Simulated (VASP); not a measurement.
# TiSb2 (I4/mcm) in VASP: notebook

The runs below take TiSb2 through single point, with LDA.

Program: VASP 6.6.1. These are calculated values, not measurements. Logs are shortened: lines on timing, memory, paths and dates and some standing lists are left out, and cuts for length are marked.

### 1 The cell of the first run

It takes space group I4/mcm (No. 140, tetragonal). Conventional cell: a = 6.748 Å, b = 6.748 Å, c = 5.895 Å, α = 90.00°, β = 90.00°, γ = 90.00°. Within 3.9 Å of Ti (site symmetry 422) lie 2 Ti at 2.95 Å and 8 Sb at 2.96 Å. Within 3.8 Å of Sb (site symmetry m2m) lie 11 Sb at 2.89 to 3.63 Å and 4 Ti at 2.96 Å.

### 2 Single point, LDA

INCAR

```
PREC = Accurate
ENCUT = 520
EDIFF = 1E-7
ISMEAR = -1
SIGMA = 0.02
LREAL = F
LASPH = T
NELM = 60
ALGO = Normal
ISIF = 2
LWAVE = F
LCHARG = F
GGA = CA
NBANDS = 31
```

KPOINTS

```
regular mesh
0
Gamma
  6 6 6
```

POSCAR

```
TiSb2
1.0
   -3.3738208147      3.3738208147      2.9472807057
    3.3738208147     -3.3738208147      2.9472807057
    3.3738208147      3.3738208147     -2.9472807057
Ti Sb
2 4
Direct
    0.2500000000      0.2500000000      0.0000000000
    0.7500000000      0.7500000000      0.0000000000
    0.6515600000      0.1515600000      0.8031200000
    0.1515600000      0.3484400000      0.5000000000
    0.3484400000      0.8484400000      0.1968800000
    0.8484400000      0.6515600000      0.5000000000
```

Potentials or basis: VASP PAW LDA potentials, release 64 (Ti_sv, Sb).

The run is started by

```sh
$ cat potpaw_LDA.64/Ti_sv/POTCAR potpaw_LDA.64/Sb/POTCAR > POTCAR
$ mpirun -np 1 vasp_std > vasp.out
```

OUTCAR:

```text
PREC = Accurate
   ENCUT = 520
   EDIFF = 1E-7
   ISMEAR = -1
   LREAL = F
   LASPH = T
   NELM = 60
   ISIF = 2
   GGA = CA

 ion  position               nearest neighbor table
   1  0.250  0.250  0.000-   6 2.96   4 2.96   4 2.96   6 2.96   5 2.96   3 2.96   5 2.96   3 2.96

   2  0.750  0.750  0.000-   4 2.96   6 2.96   6 2.96   4 2.96   3 2.96   5 2.96   3 2.96   5 2.96

   3  0.652  0.152  0.803-   5 2.89   2 2.96   1 2.96   2 2.96   1 2.96   5 3.50   5 3.50   6 3.59
                             4 3.59   4 3.59   6 3.59   6 3.63   4 3.63   4 3.63   6 3.63
   4  0.152  0.348  0.500-   6 2.89   1 2.96   2 2.96   1 2.96   2 2.96   6 3.50   6 3.50   5 3.59
                             3 3.59   3 3.59   5 3.59   3 3.63   5 3.63   3 3.63   5 3.63
   5  0.348  0.848  0.197-   3 2.89   1 2.96   2 2.96   1 2.96   2 2.96   3 3.50   3 3.50   6 3.59
                             4 3.59   6 3.59   4 3.59   6 3.63   4 3.63   6 3.63   4 3.63
   6  0.848  0.652  0.500-   4 2.89   2 2.96   1 2.96   2 2.96   1 2.96   4 3.50   4 3.50   5 3.59
                             3 3.59   3 3.59   5 3.59   3 3.63   5 3.63   5 3.63   3 3.63

  LATTYP: Found a body centered tetragonal cell.
 ALAT       =     6.7476416294
 C/A-ratio  =     0.8735735736

  Lattice vectors:

 A1 = (  -3.3738208147,   3.3738208147,   2.9472807057)
 A2 = (   3.3738208147,  -3.3738208147,   2.9472807057)
 A3 = (   3.3738208147,   3.3738208147,  -2.9472807057)

Analysis of symmetry for initial positions (statically):
=====================================================================
 Subroutine PRICEL returns:
 Original cell was already a primitive cell.

 Routine SETGRP: Setting up the symmetry group for a
 body centered tetragonal supercell.

 Subroutine GETGRP returns: Found 16 space group operations
 (whereof  8 operations were pure point group operations)
 out of a pool of 16 trial point group operations.

The static configuration has the point symmetry C_4h.
 The point group associated with its full space group is D_4h.

Analysis of symmetry for dynamics (positions and initial velocities):
=====================================================================
 Subroutine PRICEL returns:
 Original cell was already a primitive cell.

 Routine SETGRP: Setting up the symmetry group for a
 body centered tetragonal supercell.

 Subroutine GETGRP returns: Found 16 space group operations
 (whereof  8 operations were pure point group operations)
 out of a pool of 16 trial point group operations.

The dynamic configuration has the point symmetry C_4h.
[... 110 lines left out ...]
   EDIFFG = 0.1E-05   stopping-criterion for IOM
   NSW    =      0    number of steps for IOM
   IBRION =     -1    ionic relax: 0-MD 1-quasi-New 2-CG
   NFREE  =      0    steps in history (QN), initial steepest desc. (CG)
   ISIF   =      2    stress and relaxation
   ISYM   =      2    0-nonsym 1-usesym 2-fastsym
   POTIM  = 0.5000    time-step for ionic-motion
   TEBEG  =    0.0;   TEEND  =   0.0 temperature during run
   PSTRESS=    0.0 pullay stress
   NELECT =      44.0000    total number of electrons
   NUPDOWN=      -1.0000    fix difference up-down
   EMIN   =  10.00;   EMAX   =-10.00  energy-range for DOS
   EFERMI =   0.00;   METHOD = LEGACY
   ISMEAR =    -1;   SIGMA  =   0.02  broadening in eV -4-tet -1-fermi 0-gaus
   EFERMI_NEDOS =   21; number of points for ismear=-14 and -15
   IALGO  =     38    algorithm
   IMIX   =      4    mixing-type and parameters
     AMIX     =   0.40;   BMIX     =  1.00
     AMIX_MAG =   1.60;   BMIX_MAG =  1.00
  volume/ion in A,a.u.               =      22.37       150.93
  Fermi-wavevector in a.u.,A,eV,Ry     =   1.128887  2.133287 17.339079  1.274386
  Thomas-Fermi vector in A             =   2.265579
   LORBIT       =      0    0 simple, 1 ext, 2 COOP (PROOUT), +10 PAW based schemes
   GGA     = CA    functional components
   LHFCALC =     F    Hartree Fock is set to
   AEXX    =    0.0000 exact exchange contribution
   IVDW    =     0    specifies the selected vdW correction
   LEPSILON=     F    determine dielectric tensor
   LRPA    =     F    only Hartree local field effects (RPA)
 non-spin polarized calculation
  energy-cutoff  :      520.00
  volume of cell :      134.19
 maximum number of plane-waves:      3637
 NGX is ok and might be reduce to    42
   NGX = 21   NGY = 21   NGZ = 21

 number of electron      43.9999998 magnetization

 Free energy of the ion-electron system (eV)
  ---------------------------------------------------
  ext. energy  EPLUGINS =         0.00000000
  ---------------------------------------------------
  free energy    TOTEN  =       -38.97405635 eV

  energy without entropy =      -38.96981571  energy(sigma->0) =      -38.97193603

 E-fermi :   9.0057     XC(G=0): -10.9621

 val. band max:        8.9931537498   @ k =   0.5000   0.5000   0.3333
 cond. band min:       9.0095976802   @ k =  -0.3333  -0.3333   0.3333
 fundamental gap:      0.0164439304
 Fermi energy:         9.0056548239

 k-point     1 :       0.0000    0.0000    0.0000
  band No.  band energies     occupation
      1     -47.3655      2.00000
      2     -47.3285      2.00000
      3     -24.1191      2.00000
      4     -24.0580      2.00000
      5     -24.0580      2.00000
      6     -24.0210      2.00000
[... 805 lines left out ...]
     30      11.9543      0.00000
     31      12.2276      0.00000

 [... further k-points ...]

------------------------ aborting loop because EDIFF is reached ----------------------------------------

  FORCE on cell =-STRESS in cart. coord.  units (eV):
  Direction    XX          YY          ZZ          XY          YZ          ZX
  --------------------------------------------------------------------------------------
  -------------------------------------------------------------------------------------
  Total       -6.0518493     -6.0518493     -6.3929902      0.0000000      0.0000000      0.0000000
  in kB      -72.2558756    -72.2558756    -76.3289169      0.0000000      0.0000000      0.0000000
  external PRESSURE =     -73.6135561 kB  Pullay stress =       0.0000000 kB

 VOLUME and BASIS-vectors are now :
 -----------------------------------------------------------------------------
  energy-cutoff  :      520.00
  volume of cell :      134.19
      direct lattice vectors                 reciprocal lattice vectors
    -3.373820815  3.373820815  2.947280706     0.000000000  0.148199927  0.169647906
     3.373820815 -3.373820815  2.947280706     0.148199927  0.000000000  0.169647906
     3.373820815  3.373820815 -2.947280706     0.148199927  0.148199927  0.000000000

 POSITION                                       TOTAL-FORCE (eV/Angst)
 -----------------------------------------------------------------------------------
      0.00000      0.00000      1.47364        -0.000000     -0.000000     -0.000000
      0.00000      0.00000      4.42092        -0.000000     -0.000000     -0.000000
      1.02267      4.39649      0.00000         0.103190      0.103190      0.000000
      2.35115      1.02267      0.00000        -0.103190      0.103190     -0.000000
      2.35115     -1.02267      2.94728        -0.103190     -0.103190     -0.000000
      1.02267      2.35115      2.94728         0.103190     -0.103190     -0.000000
 -----------------------------------------------------------------------------------
    total drift:                               -0.000000      0.000000     -0.000000

  FREE ENERGIE OF THE ION-ELECTRON SYSTEM (eV)
  ---------------------------------------------------
  free  energy   TOTEN  =       -38.9740563548 eV

  energy  without entropy=      -38.9698157063  energy(sigma->0) =      -38.97193603
```

OSZICAR:

```text
N       E                     dE             d eps       ncg     rms          rms(c)
DAV:   1     0.428649930337E+03    0.42865E+03   -0.18976E+04  1860   0.136E+03
DAV:   2     0.871091694167E+01   -0.41994E+03   -0.40621E+03  2063   0.390E+02
DAV:   3    -0.370636451054E+02   -0.45775E+02   -0.44583E+02  2985   0.114E+02
DAV:   4    -0.415797514302E+02   -0.45161E+01   -0.44856E+01  2930   0.303E+01
DAV:   5    -0.418538256157E+02   -0.27407E+00   -0.27403E+00  2602   0.595E+00    0.137E+01
DAV:   6    -0.411459618049E+02    0.70786E+00   -0.39782E+01  2693   0.353E+01    0.107E+01
DAV:   7    -0.391419014946E+02    0.20041E+01   -0.14551E+01  2599   0.239E+01    0.536E+00
DAV:   8    -0.389799255990E+02    0.16198E+00   -0.12305E+00  2415   0.705E+00    0.110E+00
DAV:   9    -0.389758760986E+02    0.40495E-02   -0.61973E-02  2710   0.158E+00    0.878E-01
DAV:  10    -0.389745549259E+02    0.13212E-02   -0.21097E-02  2796   0.109E+00    0.216E-01
DAV:  11    -0.389741089356E+02    0.44599E-03   -0.35484E-03  2525   0.396E-01    0.786E-02
DAV:  12    -0.389740642795E+02    0.44656E-04   -0.44345E-04  2693   0.130E-01    0.279E-02
DAV:  13    -0.389740570877E+02    0.71918E-05   -0.25677E-05  2568   0.374E-02    0.133E-02
DAV:  14    -0.389740565743E+02    0.51347E-06   -0.44210E-06  3050   0.110E-02    0.480E-03
DAV:  15    -0.389740563676E+02    0.20669E-06   -0.17386E-06  2578   0.906E-03    0.179E-03
DAV:  16    -0.389740563548E+02    0.12752E-07   -0.92037E-08  1602   0.227E-03
   1 F= -.38974056E+02 E0= -.38971936E+02  d E =-.424065E-02
```

It took 2.6 min on 1 thread of Oxide Virtual Turin-like, shared host; peak memory 0.24 GiB.

Results:

| Quantity | Value |
| --- | --- |
| Free energy | -38.9741 eV |
| Pressure | -7.4 GPa |
| Largest force | 0.146 eV/Å |
| Band gap on the k mesh | zero (bands 22 and 23 overlap by 0.62 eV) |

Forces on the atoms (eV/Å):
```
Ti   0.000  0.000  0.000
Ti   0.000  0.000  0.000
Sb   0.103  0.103  0.000
Sb  -0.103  0.103  0.000
Sb  -0.103 -0.103  0.000
Sb   0.103 -0.103  0.000
```

Levels at points of the mesh, in eV from the Fermi level:
```tsv
k point	band 20	band 21	band 22	band 23	band 24	band 25
(0.00, 0.00, 0.00)	-2.34	-1.48	-0.76	0.43	0.79	1.34
(0.50, 0.00, 0.00)	-1.14	-0.55	-0.55	0.50	0.50	0.96
(0.50, 0.50, 0.00)	-1.90	-0.60	-0.56	0.26	0.69	0.94
(0.50, 0.50, 0.50)	-0.42	-0.38	0.57	0.57	0.65	0.77
```

Caveat: the cell stands under tension; spin-orbit coupling is left out, which moves the levels of the heavy elements.

### 3 Single point, LDA

This run uses another cell than the first one, of 23.01 Å³/atom.

INCAR

```
SYSTEM = TiSb2
PREC = Accurate
ENCUT = 520
EDIFF = 1E-6
ISMEAR = -1
SIGMA = 0.02
LREAL = .False.
LASPH = .True.
NELM = 60
ALGO = Normal
ISIF = 2
LWAVE = .False.
LCHARG = .False.
NBANDS = 31
```

KPOINTS

```
Automatic mesh
0
Gamma
  6 6 6
  0 0 0
```

POSCAR: that of step 2 with these lines changed.

```diff
@@ -2,5 +2,5 @@
 1.0
-   -3.3738208147      3.3738208147      2.9472807057
-    3.3738208147     -3.3738208147      2.9472807057
-    3.3738208147      3.3738208147     -2.9472807057
+   -3.4059543755      3.4059543755      2.9753517352
+    3.4059543755     -3.4059543755      2.9753517352
+    3.4059543755      3.4059543755     -2.9753517352
 Ti Sb
```

Potentials or basis: VASP PAW LDA potentials, release 64 (Ti_sv, Sb).

The run is started by

```sh
$ cat potpaw_LDA.64/Ti_sv/POTCAR potpaw_LDA.64/Sb/POTCAR > POTCAR
$ mpirun -np 1 vasp_std > vasp.out
```

It took 2.7 min on 1 thread of Oxide Virtual Turin-like, shared host; peak memory 0.24 GiB.

Results (log left out):

```
Free energy            : -38.7734 eV
Pressure               : -9.2 GPa
Largest force          : 0.116 eV/Å
Band gap on the k mesh : zero (bands 22 and 23 overlap by 0.61 eV)
```

Forces on the atoms (eV/Å):
```
Ti   0.000  0.000  0.000
Ti   0.000  0.000  0.000
Sb   0.082  0.082  0.000
Sb  -0.082  0.082  0.000
Sb  -0.082 -0.082  0.000
Sb   0.082 -0.082  0.000
```

Levels at points of the mesh, in eV from the Fermi level:
| k point | band 18 | band 19 | band 20 | band 21 | band 22 | band 23 | band 24 | band 25 | band 26 | band 27 |
| --- | --- | --- | --- | --- | --- | --- | --- | --- | --- | --- |
| (0.00, 0.00, 0.00) | -2.67 | -2.67 | -2.31 | -1.43 | -0.73 | 0.42 | 0.76 | 1.25 | 1.25 | 1.58 |
| (0.50, 0.00, 0.00) | -1.83 | -1.10 | -1.10 | -0.54 | -0.54 | 0.48 | 0.48 | 0.93 | 0.93 | 1.65 |
| (0.50, 0.50, 0.00) | -2.37 | -2.17 | -1.86 | -0.57 | -0.53 | 0.21 | 0.67 | 0.90 | 1.60 | 1.75 |
| (0.50, 0.50, 0.50) | -1.75 | -0.75 | -0.40 | -0.38 | 0.56 | 0.56 | 0.63 | 0.74 | 1.82 | 1.82 |

Caveat: the cell stands under tension; spin-orbit coupling is left out, which moves the levels of the heavy elements.
